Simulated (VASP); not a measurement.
# SiO2 (Cristobalite) (P4_12_12) in VASP: further runs

Aim: see how the results for SiO2 (Cristobalite) move with the level of theory and the settings. Levels: PBE, r2SCAN. Tasks: electric field gradients.

All numbers are computed with VASP 6.6.1; they aren't measurements. Logs are shortened: lines on timing, memory, paths and dates and some standing lists are left out, and cuts for length are marked.

### Step 1. The cell of the first run

Symmetry: P4_12_12, No. 92, tetragonal system. The conventional cell has a = 4.973 Å, b = 4.973 Å, c = 6.926 Å, α = 90.00°, β = 90.00°, γ = 90.00°. Within 2.1 Å of Si (site symmetry 2) lie 4 O at 1.60 to 1.61 Å. O (site symmetry 1) has 2 Si at 1.60 to 1.61 Å within 2.1 Å.

### Step 2. Electric field gradients, PBE

Contents of INCAR:

```
ALGO     = Normal         # electronic algorithm
EDIFF    = 1E-8           # SCF threshold, eV
ENCUT    = 520            # plane-wave cutoff, eV
GGA      = PE             # functional
ISIF     = 2              # what is computed and relaxed
ISMEAR   = -1             # smearing method
LASPH    = True           # aspherical terms in the spheres
LCHARG   = False          # write CHGCAR
LEFG     = True         
LREAL    = False          # projectors in reciprocal space
LWAVE    = False          # write WAVECAR
NBANDS   = 44             # bands
NELM     = 100            # most SCF steps
PREC     = Accurate       # precision mode
SIGMA    = 0.02           # smearing width, eV
```

Contents of KPOINTS:

```
k-points
0
Gamma
  5 5 4
```

Contents of POSCAR:

```
SiO2
1.0
    4.9727000000      0.0000000000      0.0000000000
    0.0000000000      4.9727000000      0.0000000000
    0.0000000000      0.0000000000      6.9257000000
Si O
4 8
Direct
    0.3007000000      0.3007000000      0.0000000000
    0.1993000000      0.8007000000      0.2500000000
    0.6993000000      0.6993000000      0.5000000000
    0.8007000000      0.1993000000      0.7500000000
    0.2390000000      0.1041000000      0.1787000000
    0.3959000000      0.7390000000      0.4287000000
    0.7610000000      0.8959000000      0.6787000000
    0.6041000000      0.2610000000      0.9287000000
    0.7390000000      0.3959000000      0.5713000000
    0.8959000000      0.7610000000      0.3213000000
    0.2610000000      0.6041000000      0.0713000000
    0.1041000000      0.2390000000      0.8213000000
```

Potentials or basis: VASP PAW PBE potentials, release 64 (Si, O).

Command:

```
> cat potpaw_PBE.64/Si/POTCAR potpaw_PBE.64/O/POTCAR > POTCAR
> mpirun -np 1 vasp_std > vasp.out
```

OUTCAR:

```text
EDIFF = 1E-8
   ENCUT = 520
   GGA = PE
   ISIF = 2
   ISMEAR = -1
   LASPH = True
   LREAL = False
   NELM = 100
   PREC = Accurate

 ion  position               nearest neighbor table
   1  0.301  0.301  0.000-   8 1.60  11 1.60   5 1.61  12 1.61   2 3.07   4 3.07   2 3.07   4 3.07

   2  0.199  0.801  0.250-   5 1.60  10 1.60   6 1.61  11 1.61   1 3.07   3 3.07   1 3.07   3 3.07

   3  0.699  0.699  0.500-   6 1.60   9 1.60   7 1.61  10 1.61   2 3.07   4 3.07   4 3.07   2 3.07

   4  0.801  0.199  0.750-   7 1.60  12 1.60   9 1.61   8 1.61   1 3.07   3 3.07   3 3.07   1 3.07

   5  0.239  0.104  0.179-   2 1.60   1 1.61
   6  0.396  0.739  0.429-   3 1.60   2 1.61
   7  0.761  0.896  0.679-   4 1.60   3 1.61
   8  0.604  0.261  0.929-   1 1.60   4 1.61
   9  0.739  0.396  0.571-   3 1.60   4 1.61
  10  0.896  0.761  0.321-   2 1.60   3 1.61
  11  0.261  0.604  0.071-   1 1.60   2 1.61
  12  0.104  0.239  0.821-   4 1.60   1 1.61

  LATTYP: Found a simple tetragonal cell.
 ALAT       =     4.9727000000
 C/A-ratio  =     1.3927443843

  Lattice vectors:

 A1 = (   4.9727000000,   0.0000000000,   0.0000000000)
 A2 = (   0.0000000000,   4.9727000000,   0.0000000000)
 A3 = (   0.0000000000,   0.0000000000,   6.9257000000)

Analysis of symmetry for initial positions (statically):
=====================================================================
 Subroutine PRICEL returns:
 Original cell was already a primitive cell.

 Routine SETGRP: Setting up the symmetry group for a
 simple tetragonal supercell.

 Subroutine GETGRP returns: Found  8 space group operations
 (whereof  2 operations were pure point group operations)
 out of a pool of 16 trial point group operations.

The static configuration has the point symmetry C_2 .
 The point group associated with its full space group is D_4 .

Analysis of symmetry for dynamics (positions and initial velocities):
=====================================================================
 Subroutine PRICEL returns:
 Original cell was already a primitive cell.

 Routine SETGRP: Setting up the symmetry group for a
 simple tetragonal supercell.

 Subroutine GETGRP returns: Found  8 space group operations
 (whereof  2 operations were pure point group operations)
[... 1029 lines left out ...]
  energy-cutoff  :      520.00
  volume of cell :      171.26
      direct lattice vectors                 reciprocal lattice vectors
     4.972700000  0.000000000  0.000000000     0.201097995  0.000000000  0.000000000
     0.000000000  4.972700000  0.000000000     0.000000000  0.201097995  0.000000000
     0.000000000  0.000000000  6.925700000     0.000000000  0.000000000  0.144389737

 POSITION                                       TOTAL-FORCE (eV/Angst)
 -----------------------------------------------------------------------------------
      1.49529      1.49529      0.00000        -0.141985     -0.141985      0.000000
      0.99106      3.98164      1.73142         0.141985     -0.141985     -0.000000
      3.47741      3.47741      3.46285         0.141985      0.141985      0.000000
      3.98164      0.99106      5.19428        -0.141985      0.141985      0.000000
      1.18848      0.51766      1.23762        -0.020294      0.381962      0.286622
      1.96869      3.67483      2.96905        -0.381962     -0.020294      0.286622
      3.78422      4.45504      4.70047         0.020294     -0.381962      0.286622
      3.00401      1.29787      6.43190         0.381962      0.020294      0.286622
      3.67483      1.96869      3.95665        -0.020294     -0.381962     -0.286622
      4.45504      3.78422      2.22523        -0.381962      0.020294     -0.286622
      1.29787      3.00401      0.49380         0.020294      0.381962     -0.286622
      0.51766      1.18848      5.68808         0.381962     -0.020294     -0.286622
 -----------------------------------------------------------------------------------
    total drift:                                0.000000     -0.000000     -0.000000

  FREE ENERGIE OF THE ION-ELECTRON SYSTEM (eV)
  ---------------------------------------------------
  free  energy   TOTEN  =       -94.7489475431 eV

  energy  without entropy=      -94.7489475431  energy(sigma->0) =      -94.74894754

 Electric field gradients (V/A^2)
---------------------------------------------------------------------
 ion       V_xx      V_yy      V_zz      V_xy      V_xz      V_yz
---------------------------------------------------------------------
   1      -0.854    -0.854     1.708     0.917     3.715    -3.715
   2      -0.854    -0.854     1.708    -0.917     3.715     3.715
   3      -0.854    -0.854     1.708     0.917    -3.715     3.715
   4      -0.854    -0.854     1.708    -0.917    -3.715    -3.715
   5     -45.706    42.848     2.858    17.946   -13.353   -56.396
   6      42.848   -45.706     2.858   -17.946    56.396   -13.353
   7     -45.706    42.848     2.858    17.946    13.353    56.396
   8      42.848   -45.706     2.858   -17.946   -56.396    13.353
   9     -45.706    42.848     2.858   -17.946    13.353   -56.396
  10      42.848   -45.706     2.858    17.946   -56.396   -13.353
  11     -45.706    42.848     2.858   -17.946   -13.353    56.396
  12      42.848   -45.706     2.858    17.946    56.396    13.353
---------------------------------------------------------------------

 Electric field gradients after diagonalization (V/A^2)
 (convention: |V_zz| > |V_xx| > |V_yy|)
----------------------------------------------------------------------
 ion       V_xx      V_yy      V_zz     asymmetry (V_yy - V_xx)/ V_zz
----------------------------------------------------------------------
   1       5.503     0.063    -5.566       0.977
   2       5.503     0.063    -5.566       0.977
   3       5.503     0.063    -5.566       0.977
   4       5.503     0.063    -5.566       0.977
   5     -49.513   -36.959    86.472       0.145
   6     -49.513   -36.959    86.472       0.145
   7     -49.513   -36.959    86.472       0.145
   8     -49.513   -36.959    86.472       0.145
   9     -49.513   -36.959    86.472       0.145
  10     -49.513   -36.959    86.472       0.145
  11     -49.513   -36.959    86.472       0.145
  12     -49.513   -36.959    86.472       0.145
----------------------------------------------------------------------

           NMR quadrupolar parameters

 Cq : quadrupolar parameter    Cq=e*Q*V_zz/h
 eta: asymmetry parameters     (V_yy - V_xx)/ V_zz
 Q  : nuclear electric quadrupole moment in mb (millibarn)
----------------------------------------------------------------------
 ion       Cq(MHz)       eta       Q (mb)
----------------------------------------------------------------------
   1      -0.013       0.977       1.000
   2      -0.013       0.977       1.000
   3      -0.013       0.977       1.000
   4      -0.013       0.977       1.000
   5       0.209       0.145       1.000
   6       0.209       0.145       1.000
   7       0.209       0.145       1.000
   8       0.209       0.145       1.000
   9       0.209       0.145       1.000
  10       0.209       0.145       1.000
  11       0.209       0.145       1.000
  12       0.209       0.145       1.000
----------------------------------------------------------------------
```

stdout:

```text
POSCAR found type information on POSCAR SiO
 POSCAR found :  2 types and      12 ions
 scaLAPACK will be used
 LDA part: xc-table for (Slater+PW92), standard interpolation
 POSCAR, INCAR and KPOINTS ok, starting setup
 FFT: planning ... GRIDC
 FFT: planning ... GRID_SOFT
 FFT: planning ... GRID
 WAVECAR not read
 entering main loop
ion   1

ion   2

ion   3

ion   4

ion   5
     0.0000293    -3.8736324    12.0637584    -0.6370608     2.7866269     9.2617598
     0.0000403    -3.8736324    12.0637583    -0.6370608     2.7866269     9.2617598
     0.0000555    -3.8736323    12.0637581    -0.6370608     2.7866268     9.2617596
     0.0000765    -3.8736322    12.0637577    -0.6370608     2.7866267     9.2617593
[... 72 lines left out ...]
ion  12
     0.0000293    -3.8736324    -2.7866269    -0.6370608   -12.0637584    -9.2617598
     0.0000403    -3.8736324    -2.7866269    -0.6370608   -12.0637583    -9.2617598
     0.0000555    -3.8736323    -2.7866268    -0.6370608   -12.0637581    -9.2617596
     0.0000765    -3.8736322    -2.7866267    -0.6370608   -12.0637577    -9.2617593

     0.0000293   -14.3665139   -10.5285967    -2.0645021   -44.9627185   -34.8726630
     0.0000403   -14.3665112   -10.5285948    -2.0645017   -44.9627101   -34.8726565
     0.0000555   -14.3665067   -10.5285914    -2.0645011   -44.9626959   -34.8726454
     0.0000765   -14.3664990   -10.5285858    -2.0645000   -44.9626719   -34.8726268
```

Run time: 3.6 min. Hardware: 1 thread of Intel Xeon Platinum 8375C at 2.90GHz (Ice Lake), shared host; peak memory 0.3 GiB.

Results:

| Quantity | Value |
| --- | --- |
| Free energy | -94.7489 eV |
| Pressure | 7.7 GPa |
| Largest force | 0.478 eV/Å |
| Band gap on the k mesh | 5.80 eV, direct |

Forces in eV/Å, atoms in the order of the input:
```
Si  -0.142 -0.142  0.000
Si   0.142 -0.142  0.000
Si   0.142  0.142  0.000
Si  -0.142  0.142  0.000
O   -0.020  0.382  0.287
O   -0.382 -0.020  0.287
O    0.020 -0.382  0.287
O    0.382  0.020  0.287
O   -0.020 -0.382 -0.287
O   -0.382  0.020 -0.287
O    0.020  0.382 -0.287
O    0.382 -0.020 -0.287
```

Electric field gradients, principal values (V/Å²):
```tsv
atom	least	middle	greatest (by size)
1 Si	0.063	5.503	-5.566
2 Si	0.063	5.503	-5.566
3 Si	0.063	5.503	-5.566
4 Si	0.063	5.503	-5.566
5 O	-36.959	-49.513	86.472
6 O	-36.959	-49.513	86.472
7 O	-36.959	-49.513	86.472
8 O	-36.959	-49.513	86.472
9 O	-36.959	-49.513	86.472
10 O	-36.959	-49.513	86.472
11 O	-36.959	-49.513	86.472
12 O	-36.959	-49.513	86.472
```

Caveat: without QUAD_EFG the Cq values of the log hold for a quadrupole moment of 1 mb, not for the nuclei. A k mesh can miss the band edges.

### Step 3. Electric field gradients, r2SCAN

Contents of POSCAR:

```
SiO2
1.0
    4.9727000000      0.0000000000      0.0000000000
    0.0000000000      4.9727000000      0.0000000000
    0.0000000000      0.0000000000      6.9257000000
Si O
4 8
Direct
    0.3054898356      0.3054898356      0.0000000000
    0.1945101644      0.8054898356      0.2500000000
    0.6945101644      0.6945101644      0.5000000000
    0.8054898356      0.1945101644      0.7500000000
    0.2364506227      0.1166503406      0.1851604459
    0.3833496594      0.7364506227      0.4351604459
    0.7635493773      0.8833496594      0.6851604459
    0.6166503406      0.2635493773      0.9351604459
    0.7364506227      0.3833496594      0.5648395541
    0.8833496594      0.7635493773      0.3148395541
    0.2635493773      0.6166503406      0.0648395541
    0.1166503406      0.2364506227      0.8148395541
```

Contents of INCAR.step1:

```
SYSTEM = SiO2
PREC = Accurate
ENCUT = 520
ISMEAR = -1
SIGMA = 0.02
LREAL = .FALSE.
LASPH = .TRUE.
NELM = 100
NBANDS = 44
GGA = PE
ALGO = Normal
EDIFF = 1E-4
LWAVE = .TRUE.
LCHARG = .FALSE.
```

Contents of INCAR.step2:

```
SYSTEM = SiO2
PREC = Accurate
ENCUT = 520
EDIFF = 1E-8
ISMEAR = -1
SIGMA = 0.02
LREAL = .FALSE.
LASPH = .TRUE.
NELM = 100
ALGO = Normal
ISIF = 2
LWAVE = .FALSE.
LCHARG = .FALSE.
METAGGA = R2SCAN
LMIXTAU = .TRUE.
LEFG = .TRUE.
NBANDS = 44
ISTART = 1
```

Contents of KPOINTS:

```
regular mesh
0
G
  5 5 4
  0 0 0
```

Potentials or basis: VASP PAW PBE potentials, release 64 (Si, O).

Command:

```
> cat potpaw_PBE.64/Si/POTCAR potpaw_PBE.64/O/POTCAR > POTCAR
> cp INCAR.step1 INCAR
> mpirun -np 1 vasp_std > vasp.out
> cp INCAR.step2 INCAR
> mpirun -np 1 vasp_std > vasp.out
```

OUTCAR:

```text
SYSTEM = SiO2
   PREC = Accurate
   ENCUT = 520
   EDIFF = 1E-8
   ISMEAR = -1
   LREAL = .FALSE.
   LASPH = .TRUE.
   NELM = 100
   ISIF = 2
   METAGGA = R2SCAN
   ISTART = 1

 ion  position               nearest neighbor table
   1  0.305  0.305  0.000-   8 1.62  11 1.62   5 1.63  12 1.63   2 3.08   4 3.08   2 3.08   4 3.08

   2  0.195  0.805  0.250-   5 1.62  10 1.62   6 1.63  11 1.63   1 3.08   3 3.08   1 3.08   3 3.08

   3  0.695  0.695  0.500-   6 1.62   9 1.62   7 1.63  10 1.63   2 3.08   4 3.08   4 3.08   2 3.08

   4  0.805  0.195  0.750-   7 1.62  12 1.62   9 1.63   8 1.63   1 3.08   3 3.08   3 3.08   1 3.08

   5  0.236  0.117  0.185-   2 1.62   1 1.63
   6  0.383  0.736  0.435-   3 1.62   2 1.63
   7  0.764  0.883  0.685-   4 1.62   3 1.63
   8  0.617  0.264  0.935-   1 1.62   4 1.63
   9  0.736  0.383  0.565-   3 1.62   4 1.63
  10  0.883  0.764  0.315-   2 1.62   3 1.63
  11  0.264  0.617  0.065-   1 1.62   2 1.63
  12  0.117  0.236  0.815-   4 1.62   1 1.63

  LATTYP: Found a simple tetragonal cell.
 ALAT       =     4.9727000000
 C/A-ratio  =     1.3927443843

  Lattice vectors:

 A1 = (   4.9727000000,   0.0000000000,   0.0000000000)
 A2 = (   0.0000000000,   4.9727000000,   0.0000000000)
 A3 = (   0.0000000000,   0.0000000000,   6.9257000000)

[... 1090 lines left out ...]
   3       0.056     0.056    -0.112     0.342    -2.840     2.840
   4       0.056     0.056    -0.112    -0.342    -2.840    -2.840
   5     -48.620    44.080     4.541    19.619   -15.190   -56.572
   6      44.080   -48.620     4.541   -19.619    56.572   -15.190
   7     -48.620    44.080     4.541    19.619    15.190    56.572
   8      44.080   -48.620     4.541   -19.619   -56.572    15.190
   9     -48.620    44.080     4.541   -19.619    15.190   -56.572
  10      44.080   -48.620     4.541    19.619   -56.572   -15.190
  11     -48.620    44.080     4.541   -19.619   -15.190    56.572
  12      44.080   -48.620     4.541    19.619    56.572    15.190
---------------------------------------------------------------------

 Electric field gradients after diagonalization (V/A^2)
 (convention: |V_zz| > |V_xx| > |V_yy|)
----------------------------------------------------------------------
 ion       V_xx      V_yy      V_zz     asymmetry (V_yy - V_xx)/ V_zz
----------------------------------------------------------------------
   1       3.819     0.398    -4.217       0.811
   2       3.819     0.398    -4.217       0.811
   3       3.819     0.398    -4.217       0.811
   4       3.819     0.398    -4.217       0.811
   5     -53.154   -35.559    88.712       0.198
   6     -53.154   -35.559    88.712       0.198
   7     -53.154   -35.559    88.712       0.198
   8     -53.154   -35.559    88.712       0.198
   9     -53.154   -35.559    88.712       0.198
  10     -53.154   -35.559    88.712       0.198
  11     -53.154   -35.559    88.712       0.198
  12     -53.154   -35.559    88.712       0.198
----------------------------------------------------------------------

           NMR quadrupolar parameters

 Cq : quadrupolar parameter    Cq=e*Q*V_zz/h
 eta: asymmetry parameters     (V_yy - V_xx)/ V_zz
 Q  : nuclear electric quadrupole moment in mb (millibarn)
----------------------------------------------------------------------
 ion       Cq(MHz)       eta       Q (mb)
----------------------------------------------------------------------
   1      -0.010       0.811       1.000
   2      -0.010       0.811       1.000
   3      -0.010       0.811       1.000
   4      -0.010       0.811       1.000
   5       0.215       0.198       1.000
   6       0.215       0.198       1.000
   7       0.215       0.198       1.000
   8       0.215       0.198       1.000
   9       0.215       0.198       1.000
  10       0.215       0.198       1.000
  11       0.215       0.198       1.000
  12       0.215       0.198       1.000
----------------------------------------------------------------------
```

Run time: 12 min. Hardware: 1 thread of Intel Xeon Platinum 8375C at 2.90GHz (Ice Lake), shared host; peak memory 0.35 GiB.

Results:

```yaml
Free_energy: -119.1212 eV
Pressure: -3.3 GPa
Largest_force: 0.291 eV/Å
Band_gap_on_the_k_mesh: 6.26 eV, direct
```

Forces in eV/Å, atoms in the order of the input:
```
Si   0.027  0.027  0.000
Si  -0.027  0.027  0.000
Si  -0.027 -0.027  0.000
Si   0.027 -0.027  0.000
O    0.050 -0.138 -0.251
O    0.138  0.050 -0.251
O   -0.050  0.138 -0.251
O   -0.138 -0.050 -0.251
O    0.050  0.138  0.251
O    0.138 -0.050  0.251
O   -0.050 -0.138  0.251
O   -0.138  0.050  0.251
```

Levels at points of the mesh, in eV from the valence-band top:
| k point | band 28 | band 29 | band 30 | band 31 | band 32 | band 33 | band 34 | band 35 | band 36 | band 37 |
| --- | --- | --- | --- | --- | --- | --- | --- | --- | --- | --- |
| (0.00, 0.00, 0.00) | -1.27 | -0.69 | -0.35 | -0.35 | 0.00 | 6.26 | 9.59 | 9.59 | 10.02 | 10.02 |
| (0.00, 0.00, 0.50) | -0.89 | -0.56 | -0.56 | -0.38 | -0.38 | 7.57 | 7.57 | 10.17 | 10.17 | 10.55 |

Electric field gradients, principal values (V/Å²):
| atom | least | middle | greatest (by size) |
| --- | --- | --- | --- |
| 1 Si | 0.398 | 3.819 | -4.217 |
| 2 Si | 0.398 | 3.819 | -4.217 |
| 3 Si | 0.398 | 3.819 | -4.217 |
| 4 Si | 0.398 | 3.819 | -4.217 |
| 5 O | -35.559 | -53.154 | 88.712 |
| 6 O | -35.559 | -53.154 | 88.712 |
| 7 O | -35.559 | -53.154 | 88.712 |
| 8 O | -35.559 | -53.154 | 88.712 |
| 9 O | -35.559 | -53.154 | 88.712 |
| 10 O | -35.559 | -53.154 | 88.712 |
| 11 O | -35.559 | -53.154 | 88.712 |
| 12 O | -35.559 | -53.154 | 88.712 |

Caveat: without QUAD_EFG the Cq values of the log hold for a quadrupole moment of 1 mb, not for the nuclei; the PAW data sets were made with another functional, which shifts forces and pressure a little.
